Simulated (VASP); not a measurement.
**CaHOs2: single point with PBE**

Crystal: CaHOs2.

```
Ca H Os
1.0
     3.61257    0.00000    0.00000
     0.00000    3.61257    0.00000
     0.00000    0.00000    5.02061
Ca H Os
1 1 2
Direct
  0.50000 0.50000 0.50000
  0.00000 0.00000 0.00000
  0.00000 0.00000 0.50000
  0.50000 0.50000 0.00000
```

The cell was built from a structure type or drawn by symmetry, and may not be a known phase.

```json
{
 "Program": "VASP 6.6.1",
 "Task": "single point",
 "Functional": "PBE",
 "Potentials or basis": "VASP PAW PBE potentials, release 64 (Ca_sv, H, Os)",
 "Cutoff": "520 eV",
 "k mesh": "6 × 6 × 4",
 "Occupations": "gaussian, width 0.1 eV",
 "Spin": "no spin polarisation",
 "Dipole correction": "no",
 "Further INCAR settings": "ALGO = Normal; EDIFF = 1e-06; NBANDS = 22"
}
```

| Property | Result |
| --- | --- |
| Pressure | 0.4 GPa |
| Band gap on the k mesh | zero (an odd number of electrons rules out a gap without spin polarisation) |

Stress tensor (GPa, compression positive):
```
0.48 0.00 0.00
0.00 0.48 0.00
0.00 0.00 0.37
```

Levels at points of the mesh, in eV from the Fermi level:
```csv
k point,band 11,band 12,band 13,band 14,band 15,band 16,band 17,band 18
"(0.00, 0.00, 0.00)",-1.91,-1.38,0.01,0.44,0.44,1.45,1.69,4.27
"(0.50, 0.00, 0.00)",-0.95,-0.88,-0.48,-0.08,0.65,0.72,2.40,3.02
"(0.50, 0.50, 0.00)",0.39,0.47,0.47,0.49,1.10,1.28,1.28,2.28
"(0.00, 0.00, 0.50)",-0.99,-0.99,-0.59,-0.59,-0.22,-0.10,3.96,4.87
"(0.50, 0.00, 0.50)",-0.70,0.23,0.29,0.31,0.31,0.45,1.88,1.95
"(0.50, 0.50, 0.50)",-1.01,-0.70,0.06,0.39,0.50,2.44,2.53,3.98
```

Wall time 20 s on 1 thread of Intel(R) Xeon(R) 6975P-C (Granite Rapids) (shared host), peak memory 0.2 GiB.

Caveat: spin-orbit coupling is left out, which moves the levels of the heavy elements.
